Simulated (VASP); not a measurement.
# WS2 (P4mm) in VASP: notebook

WS2 is run at these levels: PBE; tasks: single point.

All numbers are computed with VASP 6.6.1; they aren't measurements. Logs are shortened: lines on timing, memory, paths and dates and some standing lists are left out, and cuts for length are marked.

## 1. The cell of the first run

The structure is tetragonal, space group P4mm (No. 99). Conventional cell: a = 5.154 Å, b = 5.154 Å, c = 5.814 Å, α = 90.00°, β = 90.00°, γ = 90.00°. W (site symmetry 4mm) has 2 W at 2.75 to 3.06 Å and 4 S at 3.39 Å within 3.6 Å. Within 3.3 Å of W (site symmetry 4mm) lie 4 S at 2.46 Å and 2 W at 2.75 to 3.06 Å. Within 2.3 Å of S (site symmetry m) lie 2 S at 1.71 Å.

## 2. Single point, PBE

The input, INCAR:

```
PREC     = Accurate       # precision mode
ENCUT    = 520            # plane-wave cutoff, eV
EDIFF    = 1E-7           # SCF threshold, eV
ISMEAR   = 0              # smearing method
SIGMA    = 0.1            # smearing width, eV
LREAL    = F              # projectors in reciprocal space
LASPH    = T              # aspherical terms in the spheres
NELM     = 100            # most SCF steps
ALGO     = Normal         # electronic algorithm
ISIF     = 2              # what is computed and relaxed
LWAVE    = F              # write WAVECAR
LCHARG   = T              # write CHGCAR
GGA      = PE             # functional
LELF     = T              # ELF
LVHAR    = T            
NBANDS   = 35             # bands
```

The input, KPOINTS:

```
Automatic mesh
0
Gamma
  4 4 4
```

The input, POSCAR:

```
WS2
1.0
    5.1544478300      0.0000000000      0.0000000000
    0.0000000000      5.1544478300      0.0000000000
    0.0000000000      0.0000000000      5.8135954400
W S
2 4
Direct
    0.5000000000      0.5000000000      0.1645012900
    0.5000000000      0.5000000000      0.6912022700
    0.1661993100      0.1661993100      0.7577152600
    0.8338006900      0.8338006900      0.7577152600
    0.8338006900      0.1661993100      0.7577152600
    0.1661993100      0.8338006900      0.7577152600
```

Potentials or basis: VASP PAW PBE potentials, release 64 (W_sv, S).

Launch:

```console
cat potpaw_PBE.64/W_sv/POTCAR potpaw_PBE.64/S/POTCAR > POTCAR
mpirun -np 1 vasp_std > vasp.out
```

OUTCAR:

```text
PREC = Accurate
   ENCUT = 520
   EDIFF = 1E-7
   ISMEAR = 0
   LREAL = F
   LASPH = T
   NELM = 100
   ISIF = 2
   GGA = PE

 ion  position               nearest neighbor table
   1  0.500  0.500  0.165-   2 2.75   2 3.06
   2  0.500  0.500  0.691-   3 2.46   4 2.46   5 2.46   6 2.46   1 2.75   1 3.06
   3  0.166  0.166  0.758-   5 1.71   6 1.71   4 2.42   2 2.46
   4  0.834  0.834  0.758-   5 1.71   6 1.71   3 2.42   2 2.46
   5  0.834  0.166  0.758-   3 1.71   4 1.71   6 2.42   2 2.46
   6  0.166  0.834  0.758-   3 1.71   4 1.71   5 2.42   2 2.46

  LATTYP: Found a simple tetragonal cell.
 ALAT       =     5.1544478300
 C/A-ratio  =     1.1278793833

  Lattice vectors:

 A1 = (   5.1544478300,   0.0000000000,   0.0000000000)
 A2 = (   0.0000000000,   5.1544478300,   0.0000000000)
 A3 = (   0.0000000000,   0.0000000000,   5.8135954400)

Analysis of symmetry for initial positions (statically):
=====================================================================
 Subroutine PRICEL returns:
 Original cell was already a primitive cell.

 Routine SETGRP: Setting up the symmetry group for a
 simple tetragonal supercell.

 Subroutine GETGRP returns: Found  8 space group operations
 (whereof  8 operations were pure point group operations)
 out of a pool of 16 trial point group operations.

The static configuration has the point symmetry C_4v.

Analysis of symmetry for dynamics (positions and initial velocities):
=====================================================================
 Subroutine PRICEL returns:
 Original cell was already a primitive cell.

 Routine SETGRP: Setting up the symmetry group for a
 simple tetragonal supercell.

 Subroutine GETGRP returns: Found  8 space group operations
 (whereof  8 operations were pure point group operations)
 out of a pool of 16 trial point group operations.

The dynamic configuration has the point symmetry C_4v.

 Subroutine INISYM returns: Found  8 space group operations
 (whereof  8 operations are pure point group operations),
 and found     1 'primitive' translations

----------------------------------------------------------------------------------------

                                     Primitive cell

  volume of cell :     154.4575

  direct lattice vectors                    reciprocal lattice vectors
     5.154447830  0.000000000  0.000000000     0.194007202  0.000000000  0.000000000
     0.000000000  5.154447830  0.000000000     0.000000000  0.194007202  0.000000000
     0.000000000  0.000000000  5.813595440     0.000000000  0.000000000  0.172010593

  length of vectors
     5.154447830  5.154447830  5.813595440     0.194007202  0.194007202  0.172010593

  position of ions in fractional coordinates (direct lattice)
     0.500000000  0.500000000  0.164501290
     0.500000000  0.500000000  0.691202270
     0.166199310  0.166199310  0.757715260
     0.833800690  0.833800690  0.757715260
     0.833800690  0.166199310  0.757715260
     0.166199310  0.833800690  0.757715260

  ion indices of the primitive-cell ions
   primitive index   ion index
                 1           1
                 2           2
                 3           3
                 4           4
                 5           5
                 6           6

----------------------------------------------------------------------------------------

 KPOINTS: Automatic mesh

Automatic generation of k-mesh.
 Grid dimensions read from file:
 generate k-points for:    4    4    4

 Generating k-lattice:

  Cartesian coordinates                     Fractional coordinates (reciprocal lattice)
     0.048501800  0.000000000  0.000000000     0.250000000  0.000000000  0.000000000
     0.000000000  0.048501800  0.000000000     0.000000000  0.250000000  0.000000000
     0.000000000  0.000000000  0.043002648     0.000000000  0.000000000  0.250000000

  Length of vectors
     0.048501800  0.048501800  0.043002648

  Shift w.r.t. Gamma in fractional coordinates (k-lattice)
     0.000000000  0.000000000  0.000000000

 Subroutine IBZKPT returns following result:
 ===========================================

 Found     18 irreducible k-points:

 Following reciprocal coordinates:
            Coordinates               Weight
  0.000000  0.000000  0.000000      1.000000
  0.250000  0.000000  0.000000      4.000000
  0.500000  0.000000  0.000000      2.000000
  0.250000  0.250000  0.000000      4.000000
  0.500000  0.250000  0.000000      4.000000
  0.500000  0.500000  0.000000      1.000000
[... 10 lines left out ...]
  0.500000  0.250000  0.500000      4.000000
  0.500000  0.500000  0.500000      1.000000
   k-points           NKPTS =     18   k-points in BZ     NKDIM =     18   number of bands    NBANDS=     35
   number of dos      NEDOS =    301   number of ions     NIONS =      6
   total plane-waves  NPLWV =  76800
   dimension x,y,z NGX =    40 NGY =   40 NGZ =   48
   dimension x,y,z NGXF=    80 NGYF=   80 NGZF=   96
   ions per type =               2   4
   NGX,Y,Z   is equivalent  to a cutoff of  12.90, 12.90, 13.73 a.u.
   NGXF,Y,Z  is equivalent  to a cutoff of  25.80, 25.80, 27.45 a.u.
 SYSTEM =  unknown system
   PREC   = accura    normal or accurate (medium, high low for compatibility)
   ISTART =      0    job   : 0-new  1-cont  2-samecut
   ICHARG =      2    charge: 1-file 2-atom 10-const
   ISPIN  =      1    spin polarized calculation?
   LNONCOLLINEAR =      F non collinear calculations
   LSORBIT =      F    spin-orbit coupling
   LASPH  =      T    aspherical Exc in radial PAW
   ENCUT  =  520.0 eV  38.22 Ry    6.18 a.u.   9.58  9.58 10.81*2*pi/ulx,y,z
   NELM   =    100;   NELMIN=  2; NELMDL= -5     # of ELM steps
   EDIFF  = 0.1E-06   stopping-criterion for ELM
   LREAL  =      F    real-space projection
   EDIFFG = 0.1E-05   stopping-criterion for IOM
   NSW    =      0    number of steps for IOM
   IBRION =     -1    ionic relax: 0-MD 1-quasi-New 2-CG
   NFREE  =      0    steps in history (QN), initial steepest desc. (CG)
   ISIF   =      2    stress and relaxation
   ISYM   =      2    0-nonsym 1-usesym 2-fastsym
   POTIM  = 0.5000    time-step for ionic-motion
   TEBEG  =    0.0;   TEEND  =   0.0 temperature during run
   PSTRESS=    0.0 pullay stress
   NELECT =      52.0000    total number of electrons
   NUPDOWN=      -1.0000    fix difference up-down
   EMIN   =  10.00;   EMAX   =-10.00  energy-range for DOS
   EFERMI =   0.00;   METHOD = LEGACY
   ISMEAR =     0;   SIGMA  =   0.10  broadening in eV -4-tet -1-fermi 0-gaus
   EFERMI_NEDOS =   21; number of points for ismear=-14 and -15
   IALGO  =     38    algorithm
   IMIX   =      4    mixing-type and parameters
     AMIX     =   0.40;   BMIX     =  1.00
     AMIX_MAG =   1.60;   BMIX_MAG =  1.00
  volume/ion in A,a.u.               =      25.74       173.72
  Fermi-wavevector in a.u.,A,eV,Ry     =   1.138867  2.152146 17.646994  1.297017
  Thomas-Fermi vector in A             =   2.275571
   LORBIT       =      0    0 simple, 1 ext, 2 COOP (PROOUT), +10 PAW based schemes
   GGA     = PE    functional components
   LHFCALC =     F    Hartree Fock is set to
   AEXX    =    0.0000 exact exchange contribution
   IVDW    =     0    specifies the selected vdW correction
   LEPSILON=     F    determine dielectric tensor
   LRPA    =     F    only Hartree local field effects (RPA)
 non-spin polarized calculation
 Gauss-broadening in eV      SIGMA  =   0.10
  energy-cutoff  :      520.00
  volume of cell :      154.46
 maximum number of plane-waves:      4230
 NGX is ok and might be reduce to    40
   NGX = 19   NGY = 19   NGZ = 21

 number of electron      52.0000006 magnetization

 Free energy of the ion-electron system (eV)
  ---------------------------------------------------
  ext. energy  EPLUGINS =         0.00000000
  ---------------------------------------------------
  free energy    TOTEN  =       -22.18756563 eV

  energy without entropy =      -22.09939711  energy(sigma->0) =      -22.14348137

 E-fermi :   4.5937     XC(G=0):  -8.8154

 val. band max:        4.5845973846   @ k =   0.5000   0.2500   0.0000
 cond. band min:       4.5961582628   @ k =   0.2500   0.2500   0.2500
 fundamental gap:      0.0115608782
 Fermi energy:         4.5937024368

 k-point     1 :       0.0000    0.0000    0.0000
  band No.  band energies     occupation
      1     -69.8043      2.00000
      2     -69.7430      2.00000
      3     -34.1680      2.00000
      4     -34.1680      2.00000
      5     -33.9960      2.00000
      6     -33.9960      2.00000
[... 27 lines left out ...]
     34       6.4540      0.00000
     35       8.1724      0.00000

 k-point     2 :       0.2500    0.0000    0.0000
  band No.  band energies     occupation
      1     -69.8043      2.00000
      2     -69.7430      2.00000
      3     -34.1684      2.00000
      4     -34.1679      2.00000
      5     -33.9961      2.00000
      6     -33.9960      2.00000
[... 27 lines left out ...]
     34       7.0101      0.00000
     35       7.2456      0.00000

 k-point     3 :       0.5000    0.0000    0.0000
  band No.  band energies     occupation
      1     -69.8043      2.00000
      2     -69.7430      2.00000
      3     -34.1689      2.00000
      4     -34.1678      2.00000
      5     -33.9962      2.00000
      6     -33.9960      2.00000
[... 27 lines left out ...]
     34       7.7122      0.00000
     35       7.9353      0.00000
[... 495 lines left out ...]
 k-point    17 :       0.5000    0.2500    0.5000
  band No.  band energies     occupation
      1     -69.8015      2.00000
      2     -69.7459      2.00000
      3     -34.1653      2.00000
      4     -34.1648      2.00000
      5     -33.9998      2.00000
      6     -33.9996      2.00000
[... 27 lines left out ...]
     34       7.3855      0.00000
     35       7.9599      0.00000

 k-point    18 :       0.5000    0.5000    0.5000
  band No.  band energies     occupation
      1     -69.8015      2.00000
      2     -69.7458      2.00000
      3     -34.1652      2.00000
      4     -34.1652      2.00000
      5     -33.9998      2.00000
      6     -33.9998      2.00000
[... 27 lines left out ...]
     34       7.0697      0.00000
     35       8.0247      0.00000

------------------------ aborting loop because EDIFF is reached ----------------------------------------

  FORCE on cell =-STRESS in cart. coord.  units (eV):
  Direction    XX          YY          ZZ          XY          YZ          ZX
  --------------------------------------------------------------------------------------
  -------------------------------------------------------------------------------------
  Total       41.9415261     41.9415261    -14.0349193      0.0000000      0.0000000      0.0000000
  in kB      435.0565465    435.0565465   -145.5832463      0.0000000      0.0000000      0.0000000
  external PRESSURE =     241.5099489 kB  Pullay stress =       0.0000000 kB

 VOLUME and BASIS-vectors are now :
 -----------------------------------------------------------------------------
  energy-cutoff  :      520.00
  volume of cell :      154.46
      direct lattice vectors                 reciprocal lattice vectors
     5.154447830  0.000000000  0.000000000     0.194007202  0.000000000  0.000000000
     0.000000000  5.154447830  0.000000000     0.000000000  0.194007202  0.000000000
     0.000000000  0.000000000  5.813595440     0.000000000  0.000000000  0.172010593

 POSITION                                       TOTAL-FORCE (eV/Angst)
 -----------------------------------------------------------------------------------
      2.57722      2.57722      0.95634        -0.000000     -0.000000     -0.581503
      2.57722      2.57722      4.01837        -0.000000      0.000000      1.316103
      0.85667      0.85667      4.40505        14.157276     14.157276     -0.183650
      4.29778      4.29778      4.40505       -14.157276    -14.157276     -0.183650
      4.29778      0.85667      4.40505       -14.157276     14.157276     -0.183650
      0.85667      4.29778      4.40505        14.157276    -14.157276     -0.183650
 -----------------------------------------------------------------------------------
    total drift:                                0.000000      0.000000     -0.000184

  FREE ENERGIE OF THE ION-ELECTRON SYSTEM (eV)
  ---------------------------------------------------
  free  energy   TOTEN  =       -22.1875656319 eV

  energy  without entropy=      -22.0993971083  energy(sigma->0) =      -22.14348137
```

It took 55 s on 1 thread of Intel Xeon 6975P-C (Granite Rapids), shared host; peak memory 0.29 GiB.

Results:

```yaml
Free_energy: -22.1876 eV
Pressure: 24.2 GPa
Largest_force: 20.022 eV/Å
Band_gap_on_the_k_mesh: zero (band 26 reaches 4.85 eV, above the bottom of band 27 at 4.12 eV)
```

Forces in eV/Å, atoms in the order of the input:
```
W     0.000   0.000  -0.582
W     0.000   0.000   1.316
S    14.157  14.157  -0.184
S   -14.157 -14.157  -0.184
S   -14.157  14.157  -0.184
S    14.157 -14.157  -0.184
```

Stress tensor (GPa, compression positive):
```
 43.51   0.00   0.00
  0.00  43.51   0.00
  0.00   0.00 -14.56
```

Levels at points of the mesh, in eV from the Fermi level:
```
           k point  band 22  band 23  band 24  band 25  band 26  band 27  band 28  band 29  band 30  band 31
(0.00, 0.00, 0.00)    -1.19    -1.06    -1.06    -0.74    -0.11    -0.04     0.38     1.04     1.53     1.53
(0.50, 0.00, 0.00)    -2.55    -1.94    -0.60     0.10     0.26     0.97     1.09     1.71     1.71     2.08
(0.50, 0.50, 0.00)    -1.46    -1.20    -1.20    -0.85    -0.85    -0.46    -0.26     0.09     0.36     1.76
(0.00, 0.00, 0.50)    -1.22    -0.97    -0.38    -0.30    -0.14    -0.14     0.16     0.16     0.20     0.61
(0.50, 0.00, 0.50)    -1.25    -1.12    -1.00    -0.17    -0.17     0.11     0.17     0.21     1.71     1.79
(0.50, 0.50, 0.50)    -1.15    -1.15    -0.89    -0.48    -0.10    -0.02    -0.02     0.01     0.23     0.23
```

Caveat: spin-orbit coupling is left out, which moves the levels of the heavy elements; forces of over 1 eV/Å act on the atoms, so gaps and moduli don't describe the material at rest.

[end of part 1 of 2]
